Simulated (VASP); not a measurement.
# AlN (Cmcm) in VASP: a series of runs

Runs on AlN. Level: LDA. Tasks: single point.

Program: VASP 6.6.1. These are calculated values, not measurements. Logs are shortened: lines on timing, memory, paths and dates and some standing lists are left out, and cuts for length are marked.

## (1) The cell of the first run

Symmetry: Cmcm, No. 63, orthorhombic system. Conventional cell: a = 3.978 Å, b = 3.978 Å, c = 3.978 Å, α = 90.00°, β = 90.00°, γ = 90.00°. Within 2.6 Å of Al (site symmetry m2m) lie 6 N at 1.92 to 2.05 Å. Within 2.6 Å of N (site symmetry m2m) lie 6 Al at 1.92 to 2.05 Å.

## (2) Single point, LDA

INCAR reads:

```
ALGO = Normal
EDIFF = 1E-7
ENCUT = 520
ISIF = 2
ISMEAR = 0
LASPH = T
LCHARG = F
LREAL = F
LWAVE = F
NBANDS = 16
NELM = 100
PREC = Accurate
SIGMA = 0.05
```

KPOINTS reads:

```
k-points
0
Gamma
  8 8 6
```

POSCAR reads:

```
AlN
1.0
    0.0000000000     -1.9888743075     -1.9888743075
    0.0000000000      1.9888743075     -1.9888743075
    3.9777486148      0.0000000000      0.0000000000
Al N
2 2
Direct
    0.5279229310      0.4720770690      0.0000000000
   -0.0279229310      0.0279229310      0.5000000000
    0.4885639493      0.5114360507      0.5000000000
    0.0114360507      0.9885639493      0.0000000000
```

Potentials or basis: VASP PAW LDA potentials, release 64 (Al, N).

On the command line:

```console
$ cat potpaw_LDA.64/Al/POTCAR potpaw_LDA.64/N/POTCAR > POTCAR
$ mpirun -np 1 vasp_std > vasp.out
```

OUTCAR:

```text
EDIFF = 1E-7
   ENCUT = 520
   ISIF = 2
   ISMEAR = 0
   LASPH = T
   LREAL = F
   NELM = 100
   PREC = Accurate

 ion  position               nearest neighbor table
   1  0.528  0.472  0.000-   4 1.92   4 1.99   4 1.99   3 2.00   3 2.00   4 2.05   2 2.66   2 2.66
                             2 2.82   2 2.82   2 2.82   2 2.82   2 2.97   2 2.97
   2  0.972  0.028  0.500-   3 1.92   3 1.99   3 1.99   4 2.00   4 2.00   3 2.05   1 2.66   1 2.66
                             1 2.82   1 2.82   1 2.82   1 2.82   1 2.97   1 2.97
   3  0.489  0.511  0.500-   2 1.92   2 1.99   2 1.99   1 2.00   1 2.00   2 2.05
   4  0.011  0.989  0.000-   1 1.92   1 1.99   1 1.99   2 2.00   2 2.00   1 2.05

  LATTYP: Found a simple tetragonal cell.
 ALAT       =     2.8126930195
 C/A-ratio  =     1.4142135623

  Lattice vectors:

 A1 = (   0.0000000000,  -1.9888743075,  -1.9888743075)
 A2 = (   0.0000000000,   1.9888743075,  -1.9888743075)
 A3 = (   3.9777486148,   0.0000000000,   0.0000000000)

Analysis of symmetry for initial positions (statically):
=====================================================================
 Subroutine PRICEL returns:
 Original cell was already a primitive cell.

 Routine SETGRP: Setting up the symmetry group for a
 simple tetragonal supercell.

 Subroutine GETGRP returns: Found  8 space group operations
 (whereof  4 operations were pure point group operations)
 out of a pool of 16 trial point group operations.

The static configuration has the point symmetry C_2v.
 The point group associated with its full space group is D_2h.

Analysis of symmetry for dynamics (positions and initial velocities):
=====================================================================
 Subroutine PRICEL returns:
 Original cell was already a primitive cell.

 Routine SETGRP: Setting up the symmetry group for a
 simple tetragonal supercell.

 Subroutine GETGRP returns: Found  8 space group operations
 (whereof  4 operations were pure point group operations)
 out of a pool of 16 trial point group operations.

The dynamic configuration has the point symmetry C_2v.
 The point group associated with its full space group is D_2h.

 Subroutine INISYM returns: Found  8 space group operations
 (whereof  4 operations are pure point group operations),
 and found     1 'primitive' translations

----------------------------------------------------------------------------------------

                                     Primitive cell

  volume of cell :      31.4689

  direct lattice vectors                    reciprocal lattice vectors
     0.000000000 -1.988874307 -1.988874307     0.000000000 -0.251398491 -0.251398491
     0.000000000  1.988874307 -1.988874307     0.000000000  0.251398491 -0.251398491
     3.977748615  0.000000000  0.000000000     0.251398491  0.000000000  0.000000000

  length of vectors
     2.812693020  2.812693020  3.977748615     0.355531156  0.355531156  0.251398491

  position of ions in fractional coordinates (direct lattice)
     0.527922931  0.472077069  0.000000000
     0.972077069  0.027922931  0.500000000
     0.488563949  0.511436051  0.500000000
     0.011436051  0.988563949  0.000000000

  ion indices of the primitive-cell ions
   primitive index   ion index
                 1           1
                 2           2
                 3           3
                 4           4

----------------------------------------------------------------------------------------

 KPOINTS: k-points

Automatic generation of k-mesh.
 Grid dimensions read from file:
 generate k-points for:    8    8    6

 Generating k-lattice:

  Cartesian coordinates                     Fractional coordinates (reciprocal lattice)
     0.000000000 -0.031424811 -0.031424811     0.125000000  0.000000000  0.000000000
     0.000000000  0.031424811 -0.031424811     0.000000000  0.125000000  0.000000000
     0.041899749  0.000000000  0.000000000     0.000000000  0.000000000  0.166666667

  Length of vectors
     0.044441394  0.044441394  0.041899749

  Shift w.r.t. Gamma in fractional coordinates (k-lattice)
     0.000000000  0.000000000  0.000000000

 Subroutine IBZKPT returns following result:
 ===========================================

 Found     84 irreducible k-points:

 Following reciprocal coordinates:
            Coordinates               Weight
  0.000000  0.000000  0.000000      1.000000
  0.125000  0.000000  0.000000      4.000000
  0.250000  0.000000  0.000000      4.000000
  0.375000  0.000000  0.000000      4.000000
  0.500000  0.000000  0.000000      2.000000
  0.125000  0.125000  0.000000      2.000000
[... 16 lines left out ...]
  0.125000  0.000000  0.166667      8.000000
  0.250000  0.000000  0.166667      8.000000
 [... further k-points ...]
   k-points           NKPTS =     84   k-points in BZ     NKDIM =     84   number of bands    NBANDS=     16
   number of dos      NEDOS =    301   number of ions     NIONS =      4
   total plane-waves  NPLWV =  17280
   dimension x,y,z NGX =    24 NGY =   24 NGZ =   30
   dimension x,y,z NGXF=    48 NGYF=   48 NGZF=   60
   ions per type =               2   2
   NGX,Y,Z   is equivalent  to a cutoff of  14.19, 14.19, 12.54 a.u.
   NGXF,Y,Z  is equivalent  to a cutoff of  28.37, 28.37, 25.08 a.u.
 SYSTEM =  unknown system
   PREC   = accura    normal or accurate (medium, high low for compatibility)
   ISTART =      0    job   : 0-new  1-cont  2-samecut
   ICHARG =      2    charge: 1-file 2-atom 10-const
   ISPIN  =      1    spin polarized calculation?
   LNONCOLLINEAR =      F non collinear calculations
   LSORBIT =      F    spin-orbit coupling
   LASPH  =      T    aspherical Exc in radial PAW
   ENCUT  =  520.0 eV  38.22 Ry    6.18 a.u.   5.23  5.23  7.40*2*pi/ulx,y,z
   NELM   =    100;   NELMIN=  2; NELMDL= -5     # of ELM steps
   EDIFF  = 0.1E-06   stopping-criterion for ELM
   LREAL  =      F    real-space projection
   EDIFFG = 0.1E-05   stopping-criterion for IOM
   NSW    =      0    number of steps for IOM
   IBRION =     -1    ionic relax: 0-MD 1-quasi-New 2-CG
   NFREE  =      0    steps in history (QN), initial steepest desc. (CG)
   ISIF   =      2    stress and relaxation
   ISYM   =      2    0-nonsym 1-usesym 2-fastsym
   POTIM  = 0.5000    time-step for ionic-motion
   TEBEG  =    0.0;   TEEND  =   0.0 temperature during run
   PSTRESS=    0.0 pullay stress
   NELECT =      16.0000    total number of electrons
   NUPDOWN=      -1.0000    fix difference up-down
   EMIN   =  10.00;   EMAX   =-10.00  energy-range for DOS
   EFERMI =   0.00;   METHOD = LEGACY
   ISMEAR =     0;   SIGMA  =   0.05  broadening in eV -4-tet -1-fermi 0-gaus
   EFERMI_NEDOS =   21; number of points for ismear=-14 and -15
   IALGO  =     38    algorithm
   IMIX   =      4    mixing-type and parameters
     AMIX     =   0.40;   BMIX     =  1.00
     AMIX_MAG =   1.60;   BMIX_MAG =  1.00
  volume/ion in A,a.u.               =       7.87        53.09
  Fermi-wavevector in a.u.,A,eV,Ry     =   1.306635  2.469181 23.229145  1.707294
  Thomas-Fermi vector in A             =   2.437423
   LORBIT       =      0    0 simple, 1 ext, 2 COOP (PROOUT), +10 PAW based schemes
   GGA     = CA    functional components
   LHFCALC =     F    Hartree Fock is set to
   AEXX    =    0.0000 exact exchange contribution
   IVDW    =     0    specifies the selected vdW correction
   LEPSILON=     F    determine dielectric tensor
   LRPA    =     F    only Hartree local field effects (RPA)
 non-spin polarized calculation
 Gauss-broadening in eV      SIGMA  =   0.05
  energy-cutoff  :      520.00
  volume of cell :       31.47
 maximum number of plane-waves:       888
 NGX is ok and might be reduce to    24
   NGX = 11   NGY = 11   NGZ = 15

 number of electron      16.0000003 magnetization

 Free energy of the ion-electron system (eV)
  ---------------------------------------------------
  ext. energy  EPLUGINS =         0.00000000
  ---------------------------------------------------
  free energy    TOTEN  =       -32.27998361 eV

  energy without entropy =      -32.27998361  energy(sigma->0) =      -32.27998361

 E-fermi :  10.6159     XC(G=0): -12.8048

 val. band max:       10.3755471192   @ k =   0.0000   0.0000   0.0000
 cond. band min:      15.2261899773   @ k =   0.5000   0.5000   0.0000
 fundamental gap:      4.8506428581
 Fermi energy:        10.6159352325

 k-point     1 :       0.0000    0.0000    0.0000
  band No.  band energies     occupation
      1      -7.5045      2.00000
      2      -2.8850      2.00000
      3       2.6174      2.00000
      4       7.4214      2.00000
      5       7.4264      2.00000
      6      10.3033      2.00000
[... 8 lines left out ...]
     15      25.2463      0.00000
     16      27.8721      0.00000

 k-point     2 :       0.1250    0.0000    0.0000
  band No.  band energies     occupation
      1      -7.2787      2.00000
      2      -2.8428      2.00000
      3       2.8422      2.00000
      4       6.3562      2.00000
      5       7.5544      2.00000
      6       9.3971      2.00000
[... 8 lines left out ...]
     15      24.8442      0.00000
     16      26.2296      0.00000

 k-point     3 :       0.2500    0.0000    0.0000
  band No.  band energies     occupation
      1      -6.6198      2.00000
      2      -2.8609      2.00000
      3       3.5074      2.00000
      4       4.6504      2.00000
      5       7.4865      2.00000
      6       7.9604      2.00000
[... 8 lines left out ...]
     15      24.3102      0.00000
     16      24.3564      0.00000

 k-point     4 :       0.3750    0.0000    0.0000
  band No.  band energies     occupation
      1      -5.5963      2.00000
      2      -3.3285      2.00000
      3       3.8092      2.00000
      4       4.5803      2.00000
      5       5.6362      2.00000
      6       7.5682      2.00000
[... 8 lines left out ...]
     15      23.2660      0.00000
     16      24.2726      0.00000

 k-point     5 :       0.5000    0.0000    0.0000
  band No.  band energies     occupation
      1      -4.3961      2.00000
      2      -4.3584      2.00000
      3       4.2395      2.00000
      4       4.2753      2.00000
      5       5.9636      2.00000
      6       6.0086      2.00000
[... 8 lines left out ...]
     15      23.0217      0.00000
     16      23.6760      0.00000

 k-point     6 :       0.1250    0.1250    0.0000
  band No.  band energies     occupation
      1      -7.0556      2.00000
      2      -2.7967      2.00000
      3       3.0653      2.00000
      4       6.2283      2.00000
      5       6.8024      2.00000
      6       9.0128      2.00000
[... 8 lines left out ...]
     15      24.1476      0.00000
     16      24.2311      0.00000
[... 267 lines left out ...]
 k-point    21 :       0.5000    0.5000    0.0000
  band No.  band energies     occupation
      1      -2.8898      2.00000
      2      -2.8875      2.00000
      3       2.6142      2.00000
      4       2.6215      2.00000
      5       7.4163      2.00000
      6       7.4187      2.00000
[... 8 lines left out ...]
     15      28.0870      0.00000
     16      28.1964      0.00000

 k-point    22 :       0.0000    0.0000    0.1667
  band No.  band energies     occupation
      1      -7.3036      2.00000
      2      -3.4526      2.00000
      3       3.2875      2.00000
      4       7.5651      2.00000
      5       7.5721      2.00000
      6       9.7183      2.00000
[... 8 lines left out ...]
     15      24.8284      0.00000
     16      25.7346      0.00000

 k-point    23 :       0.1250    0.0000    0.1667
  band No.  band energies     occupation
      1      -7.0805      2.00000
      2      -3.3604      2.00000
      3       3.3651      2.00000
      4       6.6333      2.00000
      5       7.6902      2.00000
      6       8.5615      2.00000
[... 8 lines left out ...]
     15      24.3294      0.00000
     16      25.9704      0.00000

 k-point    24 :       0.2500    0.0000    0.1667
  band No.  band energies     occupation
      1      -6.4317      2.00000
      2      -3.2107      2.00000
      3       3.2397      2.00000
      4       5.5743      2.00000
      5       6.5969      2.00000
      6       8.0609      2.00000
[... 8 lines left out ...]
     15      23.4449      0.00000
     16      24.9427      0.00000

 [... further k-points ...]
[... 5 lines left out ...]
  --------------------------------------------------------------------------------------
  -------------------------------------------------------------------------------------
  Total        1.9070764      2.1383313      1.3920298      0.0000000      0.0000000      0.0000000
  in kB       97.0949553    108.8688343     70.8723958      0.0000000      0.0000000      0.0000000
  external PRESSURE =      92.2787285 kB  Pullay stress =       0.0000000 kB

 VOLUME and BASIS-vectors are now :
 -----------------------------------------------------------------------------
  energy-cutoff  :      520.00
  volume of cell :       31.47
      direct lattice vectors                 reciprocal lattice vectors
     0.000000000 -1.988874307 -1.988874307     0.000000000 -0.251398491 -0.251398491
     0.000000000  1.988874307 -1.988874307     0.000000000  0.251398491 -0.251398491
     3.977748615  0.000000000  0.000000000     0.251398491  0.000000000  0.000000000

 POSITION                                       TOTAL-FORCE (eV/Angst)
 -----------------------------------------------------------------------------------
      0.00000     -0.11107     -1.98887         0.000000      1.377511      0.000000
      1.98887     -1.87780     -1.98887         0.000000     -1.377511      0.000000
      1.98887      0.04549     -1.98887         0.000000     -0.172812      0.000000
      0.00000      1.94338     -1.98887         0.000000      0.172812      0.000000
 -----------------------------------------------------------------------------------
    total drift:                                0.000000     -0.000000      0.000000

  FREE ENERGIE OF THE ION-ELECTRON SYSTEM (eV)
  ---------------------------------------------------
  free  energy   TOTEN  =       -32.2799836065 eV

  energy  without entropy=      -32.2799836065  energy(sigma->0) =      -32.27998361
```

Run time: 33 s. Hardware: 1 thread of Intel Xeon Platinum 8259CL at 2.50GHz (Skylake/Cascade Lake), shared host; peak memory 0.15 GiB.

Results:

```yaml
Free_energy: -32.2800 eV
Pressure: 9.2 GPa
Largest_force: 1.378 eV/Å
Band_gap_on_the_k_mesh: 4.85 eV, indirect (least direct gap 4.95 eV)
```

Forces on the atoms (eV/Å):
```
Al   0.000  1.378  0.000
Al   0.000 -1.378  0.000
N    0.000 -0.173  0.000
N    0.000  0.173  0.000
```

Levels at points of the mesh, in eV from the valence-band top:
```
           k point  band 4  band 5  band 6  band 7  band 8  band 9  band 10  band 11  band 12  band 13
(0.00, 0.00, 0.00)   -2.95   -2.95   -0.07   -0.03    0.00    4.95     5.10     6.42    11.78    12.13
(0.50, 0.00, 0.00)   -6.10   -4.41   -4.37   -1.28   -1.19    8.33     8.79    10.15    10.81    11.14
(0.50, 0.50, 0.00)   -7.75   -2.96   -2.96   -2.95   -2.94    4.85     4.92     5.00     5.09    14.42
(0.00, 0.00, 0.50)   -3.88   -1.73   -1.73   -1.73   -1.73    7.31     7.31     8.18     8.18    11.52
(0.50, 0.00, 0.50)   -8.68   -1.19   -1.19   -1.17   -1.17    6.37     6.37    11.12    11.12    11.18
(0.50, 0.50, 0.50)   -6.02   -6.02   -6.02   -4.07   -4.07    8.35     8.35    10.79    10.79    10.85
```

Caveat: forces of over 1 eV/Å act on the atoms, so gaps and moduli don't describe the material at rest. A k mesh can miss the band edges.

(Part 1 of 2 ends here.)
